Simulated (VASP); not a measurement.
# Ir5Ru (P-3m1) in VASP: notebook

The runs below take Ir5Ru through single point, with PBE.

All numbers are computed with VASP 6.6.1; they aren't measurements. Logs are shortened: lines on timing, memory, paths and dates and some standing lists are left out, and cuts for length are marked.

**1. The cell of the first run**

It takes space group P-3m1 (No. 164, trigonal). The conventional cell has a = 2.672 Å, b = 2.672 Å, c = 13.113 Å, α = 90.00°, β = 90.00°, γ = 120.00°. Within 3.5 Å of Ru (site symmetry -3m) lie 6 Ir at 2.65 Å and 6 Ru at 2.67 Å. Within 3.5 Å of Ir (site symmetry 3m) lie 12 Ir at 2.67 to 2.70 Å. Within 3.5 Å of Ir (site symmetry 3m) lie 3 Ru at 2.65 Å and 9 Ir at 2.67 to 2.70 Å. Within 3.5 Å of Ir (site symmetry -3m) lie 12 Ir at 2.67 to 2.68 Å.

**2. Single point, PBE (13.51 Å³/atom)**

Input file INCAR:

```
PREC = Accurate
ENCUT = 520
EDIFF = 1E-6
ISMEAR = 0
SIGMA = 0.1
LREAL = F
LASPH = T
NELM = 80
ALGO = Fast
ISIF = 2
LWAVE = F
LCHARG = F
GGA = PE
NBANDS = 38
```

Input file KPOINTS:

```
Automatic mesh
0
Gamma
  18 18 4
```

Input file POSCAR:

```
Ir5Ru
1.0
    2.6720614239      0.0000000283      0.0000000000
   -1.3360307365      2.3140730594      0.0000000000
    0.0000000000      0.0000000000     13.1130020921
Ru Ir
1 5
Direct
    0.0000000000      0.0000000000      0.5000000000
    0.3333333333      0.6666666667      0.8328930979
    0.6666666667      0.3333333333      0.6638684456
    0.3333333333      0.6666666667      0.3361315544
    0.6666666667      0.3333333333      0.1671069021
    0.0000000000      0.0000000000      0.0000000000
```

Potentials or basis: VASP PAW PBE potentials, release 64 (Ru_pv, Ir).

Run with:

```sh
cat potpaw_PBE.64/Ru_pv/POTCAR potpaw_PBE.64/Ir/POTCAR > POTCAR
mpirun -np 1 vasp_std > vasp.out
```

OUTCAR:

```text
PREC = Accurate
   ENCUT = 520
   EDIFF = 1E-6
   ISMEAR = 0
   LREAL = F
   LASPH = T
   NELM = 80
   ISIF = 2
   GGA = PE

 ion  position               nearest neighbor table
   1  0.000  0.000  0.500-   3 2.65   4 2.65   3 2.65   4 2.65   3 2.65   4 2.65
   2  0.333  0.667  0.833-   6 2.68   6 2.68   6 2.68   3 2.70   3 2.70   3 2.70
   3  0.667  0.333  0.664-   1 2.65   1 2.65   1 2.65   2 2.70   2 2.70   2 2.70
   4  0.333  0.667  0.336-   1 2.65   1 2.65   1 2.65   5 2.70   5 2.70   5 2.70
   5  0.667  0.333  0.167-   6 2.68   6 2.68   6 2.68   4 2.70   4 2.70   4 2.70
   6  0.000  0.000  0.000-   2 2.68   5 2.68   5 2.68   2 2.68   5 2.68   2 2.68

  LATTYP: Found a hexagonal cell.
 ALAT       =     2.6720614239
 C/A-ratio  =     4.9074478509

  Lattice vectors:

 A1 = (   2.6720614239,   0.0000000283,   0.0000000000)
 A2 = (  -1.3360307365,   2.3140730594,   0.0000000000)
 A3 = (   0.0000000000,   0.0000000000,  13.1130020921)

Analysis of symmetry for initial positions (statically):
=====================================================================
 Subroutine PRICEL returns:
 Original cell was already a primitive cell.

 Routine SETGRP: Setting up the symmetry group for a
 hexagonal supercell.

 Subroutine GETGRP returns: Found 12 space group operations
 (whereof 12 operations were pure point group operations)
 out of a pool of 24 trial point group operations.

The static configuration has the point symmetry D_3d.

Analysis of symmetry for dynamics (positions and initial velocities):
=====================================================================
 Subroutine PRICEL returns:
 Original cell was already a primitive cell.

 Routine SETGRP: Setting up the symmetry group for a
 hexagonal supercell.

 Subroutine GETGRP returns: Found 12 space group operations
 (whereof 12 operations were pure point group operations)
 out of a pool of 24 trial point group operations.

The dynamic configuration has the point symmetry D_3d.

 Subroutine INISYM returns: Found 12 space group operations
 (whereof 12 operations are pure point group operations),
 and found     1 'primitive' translations

----------------------------------------------------------------------------------------

                                     Primitive cell

  volume of cell :      81.0822

[... 91 lines left out ...]
   LNONCOLLINEAR =      F non collinear calculations
   LSORBIT =      F    spin-orbit coupling
   LASPH  =      T    aspherical Exc in radial PAW
   ENCUT  =  520.0 eV  38.22 Ry    6.18 a.u.   4.97  4.97 24.38*2*pi/ulx,y,z
   NELM   =     80;   NELMIN=  2; NELMDL= -5     # of ELM steps
   EDIFF  = 0.1E-05   stopping-criterion for ELM
   LREAL  =      F    real-space projection
   EDIFFG = 0.1E-04   stopping-criterion for IOM
   NSW    =      0    number of steps for IOM
   IBRION =     -1    ionic relax: 0-MD 1-quasi-New 2-CG
   NFREE  =      0    steps in history (QN), initial steepest desc. (CG)
   ISIF   =      2    stress and relaxation
   ISYM   =      2    0-nonsym 1-usesym 2-fastsym
   POTIM  = 0.5000    time-step for ionic-motion
   TEBEG  =    0.0;   TEEND  =   0.0 temperature during run
   PSTRESS=    0.0 pullay stress
   NELECT =      59.0000    total number of electrons
   NUPDOWN=      -1.0000    fix difference up-down
   EMIN   =  10.00;   EMAX   =-10.00  energy-range for DOS
   EFERMI =   0.00;   METHOD = LEGACY
   ISMEAR =     0;   SIGMA  =   0.10  broadening in eV -4-tet -1-fermi 0-gaus
   EFERMI_NEDOS =   21; number of points for ismear=-14 and -15
   IALGO  =     68    algorithm
   IMIX   =      4    mixing-type and parameters
     AMIX     =   0.40;   BMIX     =  1.00
     AMIX_MAG =   1.60;   BMIX_MAG =  1.00
  volume/ion in A,a.u.               =      13.51        91.19
  Fermi-wavevector in a.u.,A,eV,Ry     =   1.472483  2.782589 29.500236  2.168206
  Thomas-Fermi vector in A             =   2.587492
   LORBIT       =      0    0 simple, 1 ext, 2 COOP (PROOUT), +10 PAW based schemes
   GGA     = PE    functional components
   LHFCALC =     F    Hartree Fock is set to
   AEXX    =    0.0000 exact exchange contribution
   IVDW    =     0    specifies the selected vdW correction
   LEPSILON=     F    determine dielectric tensor
   LRPA    =     F    only Hartree local field effects (RPA)
 non-spin polarized calculation
 RMM-DIIS sequential band-by-band and
 Gauss-broadening in eV      SIGMA  =   0.10
  energy-cutoff  :      520.00
  volume of cell :       81.08
 maximum number of plane-waves:      2235
   NGX =  9   NGY =  9   NGZ = 49

 number of electron      59.0000006 magnetization

 Free energy of the ion-electron system (eV)
  ---------------------------------------------------
  ext. energy  EPLUGINS =         0.00000000
  ---------------------------------------------------
  free energy    TOTEN  =       -53.16466087 eV

  energy without entropy =      -53.14196436  energy(sigma->0) =      -53.15331262

 E-fermi :  11.4707     XC(G=0): -14.2452

 val. band max:       11.4673802961   @ k =   0.2778   0.1111   0.0000
 cond. band min:      11.4708451256   @ k =   0.2222   0.0556   0.5000
 fundamental gap:      0.0034648296
 Fermi energy:        11.4706869847

 k-point     1 :       0.0000    0.0000    0.0000
  band No.  band energies     occupation
      1     -31.8189      2.00000
      2     -31.2553      2.00000
      3     -31.2553      2.00000
      4       0.1709      2.00000
      5       1.2240      2.00000
      6       1.7959      2.00000
[... 973 lines left out ...]
     37      15.8369      0.00000
     38      16.8489      0.00000

 [... further k-points ...]
[... 5 lines left out ...]
  --------------------------------------------------------------------------------------
  -------------------------------------------------------------------------------------
  Total       12.8883846     12.8883846     12.8932475     -0.0000000      0.0000000      0.0000000
  in kB      254.6733098    254.6733098    254.7694008     -0.0000000      0.0000000      0.0000000
  external PRESSURE =     254.7053401 kB  Pullay stress =       0.0000000 kB

 VOLUME and BASIS-vectors are now :
 -----------------------------------------------------------------------------
  energy-cutoff  :      520.00
  volume of cell :       81.08
      direct lattice vectors                 reciprocal lattice vectors
     2.672061424  0.000000028  0.000000000     0.374242892  0.216069240  0.000000000
    -1.336030736  2.314073059  0.000000000    -0.000000005  0.432138471  0.000000000
     0.000000000  0.000000000 13.113002092     0.000000000  0.000000000  0.076260188

 POSITION                                       TOTAL-FORCE (eV/Angst)
 -----------------------------------------------------------------------------------
      0.00000      0.00000      6.55650         0.000000      0.000000      0.000000
     -0.00000      1.54272     10.92173        -0.000000      0.000000      0.001977
      1.33603      0.77136      8.70531         0.000000     -0.000000     -0.024701
     -0.00000      1.54272      4.40769         0.000000      0.000000      0.024701
      1.33603      0.77136      2.19127         0.000000      0.000000     -0.001977
      0.00000      0.00000      0.00000         0.000000      0.000000      0.000000
 -----------------------------------------------------------------------------------
    total drift:                               -0.000000      0.000000      0.000000

  FREE ENERGIE OF THE ION-ELECTRON SYSTEM (eV)
  ---------------------------------------------------
  free  energy   TOTEN  =       -53.1646608694 eV

  energy  without entropy=      -53.1419643633  energy(sigma->0) =      -53.15331262
```

OSZICAR:

```text
N       E                     dE             d eps       ncg     rms          rms(c)
DAV:   1     0.692665808289E+03    0.69267E+03   -0.28330E+04 10960   0.159E+03
DAV:   2    -0.162628134822E+02   -0.70893E+03   -0.68112E+03 10632   0.508E+02
DAV:   3    -0.554124682040E+02   -0.39150E+02   -0.35031E+02 12552   0.126E+02
DAV:   4    -0.569940932911E+02   -0.15816E+01   -0.15415E+01 12076   0.244E+01
[... 11 lines left out ...]
RMM:  16    -0.531646624085E+02    0.10741E-03   -0.21452E-04 11444   0.871E-02    0.100E-01
RMM:  17    -0.531646629516E+02   -0.54314E-06   -0.12470E-04 11916   0.574E-02    0.262E-02
RMM:  18    -0.531646600144E+02    0.29372E-05   -0.33492E-05 12574   0.352E-02    0.294E-02
RMM:  19    -0.531646608364E+02   -0.82200E-06   -0.14186E-05 12281   0.153E-02    0.126E-02
RMM:  20    -0.531646608694E+02   -0.32942E-07   -0.18013E-06  6423   0.752E-03
   1 F= -.53164661E+02 E0= -.53153313E+02  d E =-.226965E-01
```

Wall time 18 min (1 thread of Intel Xeon 8259CL, shared host); peak memory 0.46 GiB.

Results:

```
Free energy            : -53.1647 eV
Pressure               : 25.5 GPa
Largest force          : 0.025 eV/Å
Band gap on the k mesh : zero (an odd number of electrons rules out a gap without spin polarisation)
```

Forces in eV/Å, atoms in the order of the input:
```
Ru   0.000  0.000  0.000
Ir   0.000  0.000  0.002
Ir   0.000  0.000 -0.025
Ir   0.000  0.000  0.025
Ir   0.000  0.000 -0.002
Ir   0.000  0.000  0.000
```

Caveat: the cell stands under pressure; spin-orbit coupling is left out, which moves the levels of the heavy elements.

**3. Single point, PBE (13.94 Å³/atom)**

This run uses another cell than the first one, of 13.94 Å³/atom.

Input file INCAR:

```
SYSTEM = Ir5Ru
  PREC = Accurate
  ENCUT = 520
  EDIFF = 1E-7
  ISMEAR = 0
  SIGMA = 0.1
  LREAL = .FALSE.
  LASPH = .TRUE.
  NELM = 100
  ALGO = Fast
  ISIF = 2
  LWAVE = .FALSE.
  LCHARG = .FALSE.
  GGA = PE
  NBANDS = 38
```

Input file KPOINTS:

```
Automatic mesh
0
G
  18 18 4
  0 0 0
```

Input file POSCAR:

```
Ir5Ru
1.0
    2.7000399092      0.0000000286      0.0000000000
   -1.3500199794      2.3383031383      0.0000000000
    0.0000000000      0.0000000000     13.2525215365
Ru Ir
1 5
Direct
    0.0000000000      0.0000000000      0.5000000000
    0.3333333333      0.6666666667      0.8329981645
    0.6666666667      0.3333333333      0.6638677160
    0.3333333333      0.6666666667      0.3361322840
    0.6666666667      0.3333333333      0.1670018355
    0.0000000000      0.0000000000      0.0000000000
```

Potentials or basis: VASP PAW PBE potentials, release 64 (Ru_pv, Ir).

Run with:

```sh
cat potpaw_PBE.64/Ru_pv/POTCAR potpaw_PBE.64/Ir/POTCAR > POTCAR
mpirun -np 1 vasp_std > vasp.out
```

It took 18 min on 1 thread of Intel Xeon 8259CL, shared host; peak memory 0.47 GiB.

Results (log left out):

- Free energy: -53.4635 eV
- Pressure: 11.8 GPa
- Largest force: 0.025 eV/Å
- Band gap on the k mesh: zero (an odd number of electrons rules out a gap without spin polarisation)

Forces on the atoms (eV/Å):
```
Ru   0.000  0.000  0.000
Ir   0.000  0.000  0.002
Ir   0.000  0.000 -0.025
Ir   0.000  0.000  0.025
Ir   0.000  0.000 -0.002
Ir   0.000  0.000  0.000
```

Levels at points of the mesh, in eV from the Fermi level:
| k point | band 25 | band 26 | band 27 | band 28 | band 29 | band 30 | band 31 | band 32 | band 33 | band 34 |
| --- | --- | --- | --- | --- | --- | --- | --- | --- | --- | --- |
| (0.00, 0.00, 0.00) | -2.75 | -2.75 | -1.27 | -1.27 | -1.26 | -1.26 | -0.83 | -0.83 | -0.44 | -0.17 |
| (0.50, 0.00, 0.00) | -0.36 | 0.98 | 1.04 | 1.06 | 1.11 | 1.16 | 1.28 | 1.44 | 1.65 | 1.74 |
| (0.00, 0.00, 0.50) | -2.74 | -1.66 | -1.28 | -1.26 | -1.26 | -1.01 | -1.01 | -0.93 | -0.93 | -0.64 |
| (0.50, 0.00, 0.50) | -0.12 | 0.50 | 0.79 | 0.99 | 1.10 | 1.17 | 1.29 | 1.38 | 1.69 | 2.12 |

Caveat: the cell stands under pressure; spin-orbit coupling is left out, which moves the levels of the heavy elements.

**4. Single point, PBE**

This run uses another cell than the first one, of 14.38 Å³/atom.

Input file INCAR:

```
PREC = Accurate
ENCUT = 520
EDIFF = 1E-6
ISMEAR = 0
SIGMA = 0.1
LREAL = False
LASPH = True
NELM = 60
ALGO = Fast
ISIF = 2
LWAVE = False
LCHARG = False
GGA = PE
NBANDS = 38
```

Input file KPOINTS:

```
Automatic mesh
0
Gamma
  18 18 4
```

Input file POSCAR:

```
Ir5Ru
1.0
    2.7274461519      0.0000000289      0.0000000000
   -1.3637231010      2.3620376406      0.0000000000
    0.0000000000      0.0000000000     13.3892047000
Ru Ir
1 5
Direct
    0.0000000000      0.0000000000      0.5000000000
    0.3333333333      0.6666666667      0.8331110000
    0.6666666667      0.3333333333      0.6638260000
    0.3333333333      0.6666666667      0.3361740000
    0.6666666667      0.3333333333      0.1668890000
    0.0000000000      0.0000000000      0.0000000000
```

Run with:

```sh
cat potpaw_PBE.64/Ru_pv/POTCAR potpaw_PBE.64/Ir/POTCAR > POTCAR
mpirun -np 1 vasp_std > vasp.out
```

Wall time 15 min (1 thread of Intel Xeon 8259CL, shared host); peak memory 0.48 GiB.

The run converged. Its results:

| Quantity | Value |
| --- | --- |
| Free energy | -53.5606 eV |
| Pressure | 0.4 GPa |
| Largest force | 0.019 eV/Å |
| Band gap on the k mesh | zero (an odd number of electrons rules out a gap without spin polarisation) |

Forces on the atoms (eV/Å):
```
Ru   0.000  0.000  0.000
Ir   0.000  0.000  0.002
Ir   0.000  0.000 -0.019
Ir   0.000  0.000  0.019
Ir   0.000  0.000 -0.002
Ir   0.000  0.000  0.000
```

Levels at points of the mesh, in eV from the Fermi level:
```tsv
k point	band 26	band 27	band 28	band 29	band 30	band 31	band 32	band 33
(0.00, 0.00, 0.00)	-2.62	-1.21	-1.21	-1.20	-1.20	-0.79	-0.79	-0.38
(0.50, 0.00, 0.00)	0.92	0.98	1.00	1.05	1.09	1.21	1.37	1.56
(0.00, 0.00, 0.50)	-1.56	-1.22	-1.21	-1.21	-0.96	-0.96	-0.88	-0.88
(0.50, 0.00, 0.50)	0.47	0.75	0.93	1.04	1.10	1.22	1.31	1.60
```

Caveat: spin-orbit coupling is left out, which moves the levels of the heavy elements.

**5. Single point, PBE (14.81 Å³/atom)**

This run uses another cell than the first one, of 14.81 Å³/atom.

Input file INCAR:

```
PREC = Accurate
ENCUT = 520
EDIFF = 1E-7
ISMEAR = 0
SIGMA = 0.1
LREAL = F
LASPH = T
NELM = 100
ALGO = Fast
ISIF = 2
LWAVE = F
LCHARG = F
GGA = PE
NBANDS = 38
```

Input file KPOINTS:

```
regular mesh
0
Gamma
  18 18 4
```

Input file POSCAR:

```
Ir5Ru
1.0
    2.7544066872      0.0000000292      0.0000000000
   -1.3772033689      2.3853861489      0.0000000000
    0.0000000000      0.0000000000     13.5222277998
Ru Ir
1 5
Direct
    0.0000000000      0.0000000000      0.5000000000
    0.3333333333      0.6666666667      0.8332309970
    0.6666666667      0.3333333333      0.6637614792
    0.3333333333      0.6666666667      0.3362385208
    0.6666666667      0.3333333333      0.1667690030
    0.0000000000      0.0000000000      0.0000000000
```

Run with:

```sh
cat potpaw_PBE.64/Ru_pv/POTCAR potpaw_PBE.64/Ir/POTCAR > POTCAR
mpirun -np 1 vasp_std > vasp.out
```

It took 5.7 min on 1 thread of Intel Xeon 6975P-C (Granite Rapids), shared host; peak memory 0.48 GiB.

Results (log left out):

```yaml
Free_energy: -53.4897 eV
Pressure: -9.1 GPa
Largest_force: 0.014 eV/Å
Band_gap_on_the_k_mesh: zero (an odd number of electrons rules out a gap without spin polarisation)
```

Forces on the atoms (eV/Å):
```
Ru   0.000  0.000  0.000
Ir   0.000  0.000  0.003
Ir   0.000  0.000 -0.014
Ir   0.000  0.000  0.014
Ir   0.000  0.000 -0.003
Ir   0.000  0.000  0.000
```

Levels at points of the mesh, in eV from the Fermi level:
```csv
k point,band 26,band 27,band 28,band 29,band 30,band 31,band 32,band 33
"(0.00, 0.00, 0.00)",-2.50,-1.16,-1.16,-1.14,-1.14,-0.76,-0.76,-0.32
"(0.50, 0.00, 0.00)",0.87,0.93,0.94,0.99,1.03,1.14,1.30,1.48
"(0.00, 0.00, 0.50)",-1.47,-1.16,-1.16,-1.16,-0.92,-0.92,-0.84,-0.84
"(0.50, 0.00, 0.50)",0.45,0.71,0.88,0.99,1.04,1.16,1.24,1.52
```

Caveat: the cell stands under tension; spin-orbit coupling is left out, which moves the levels of the heavy elements.

**6. Single point, PBE (15.24 Å³/atom)**

This run uses another cell than the first one, of 15.24 Å³/atom.

Input file INCAR:

```
SYSTEM = Ir5Ru
PREC = Accurate ; ENCUT = 520
EDIFF = 1E-6 ; ISMEAR = 0
SIGMA = 0.1 ; LREAL = .False.
LASPH = .True. ; NELM = 100
ALGO = Fast ; ISIF = 2
LWAVE = .False. ; LCHARG = .True.
GGA = PE ; LELF = .True.
LVHAR = .True. ; NBANDS = 38
```

Input file KPOINTS:

```
Automatic mesh
0
Gamma
  18 18 4
  0 0 0
```

Input file POSCAR:

```
Ir5Ru
1.0
    2.7807022901      0.0000000295      0.0000000000
   -1.3903511706      2.4081588088      0.0000000000
    0.0000000000      0.0000000000     13.6541298163
Ru Ir
1 5
Direct
    0.0000000000      0.0000000000      0.5000000000
    0.3333333333      0.6666666667      0.8333901739
    0.6666666667      0.3333333333      0.6637058595
    0.3333333333      0.6666666667      0.3362941405
    0.6666666667      0.3333333333      0.1666098261
    0.0000000000      0.0000000000      0.0000000000
```

Potentials or basis: VASP PAW PBE potentials, release 64 (Ru_pv, Ir).

Run with:

```sh
cat potpaw_PBE.64/Ru_pv/POTCAR potpaw_PBE.64/Ir/POTCAR > POTCAR
mpirun -np 1 vasp_std > vasp.out
```

Wall time 6.3 min (1 thread of Intel Xeon 6975P-C (Granite Rapids), shared host); peak memory 0.53 GiB.

Results (log left out):

- Free energy: -53.2793 eV
- Pressure: -16.9 GPa
- Largest force: 0.015 eV/Å
- Band gap on the k mesh: zero (an odd number of electrons rules out a gap without spin polarisation)

Forces in eV/Å, atoms in the order of the input:
```
Ru   0.000  0.000  0.000
Ir   0.000  0.000  0.003
Ir   0.000  0.000 -0.015
Ir   0.000  0.000  0.015
Ir   0.000  0.000 -0.003
Ir   0.000  0.000  0.000
```

Levels at points of the mesh, in eV from the Fermi level:
```csv
k point,band 27,band 28,band 29,band 30,band 31,band 32
"(0.00, 0.00, 0.00)",-1.11,-1.11,-1.09,-1.09,-0.73,-0.73
"(0.50, 0.00, 0.00)",0.88,0.89,0.94,0.98,1.08,1.23
"(0.00, 0.00, 0.50)",-1.11,-1.11,-1.10,-0.88,-0.88,-0.80
"(0.50, 0.00, 0.50)",0.68,0.83,0.94,0.99,1.10,1.17
```

Caveat: the cell stands under tension; spin-orbit coupling is left out, which moves the levels of the heavy elements.

**7. Summary**

```tsv
cell	further INCAR settings	gap on the mesh (eV)	pressure (GPa)	largest force (eV/Å)
a = 2.672, b = 2.672, c = 13.113 Å, angles 90.0, 90.0, 120.0°, 6 atoms	ALGO = Fast; EDIFF = 1e-06; NBANDS = 38	none	25.5	0.02
a = 2.700, b = 2.700, c = 13.253 Å, angles 90.0, 90.0, 120.0°, 6 atoms	ALGO = Fast; EDIFF = 1e-07; NBANDS = 38	none	11.8	0.03
a = 2.727, b = 2.727, c = 13.389 Å, angles 90.0, 90.0, 120.0°, 6 atoms	ALGO = Fast; EDIFF = 1e-06; NBANDS = 38	none	0.4	0.02
a = 2.754, b = 2.754, c = 13.522 Å, angles 90.0, 90.0, 120.0°, 6 atoms	ALGO = Fast; EDIFF = 1e-07; NBANDS = 38	none	-9.1	0.01
a = 2.781, b = 2.781, c = 13.654 Å, angles 90.0, 90.0, 120.0°, 6 atoms	ALGO = Fast; EDIFF = 1e-06; NBANDS = 38	none	-16.9	0.02
```

Alike in all rows: task single point; level PBE; potentials or basis VASP PAW PBE potentials, release 64 (Ru_pv, Ir); no spin polarisation; k mesh 18 × 18 × 4; cutoff (eV) 520; smearing gaussian 0.1 eV.

Caveats: spin-orbit coupling is left out, which moves the levels of the heavy elements; the cell stands under pressure (at least some runs); the cell stands under tension (at least some runs).

Total energies depend on the potentials used, so only differences within one code and one set of settings carry meaning.
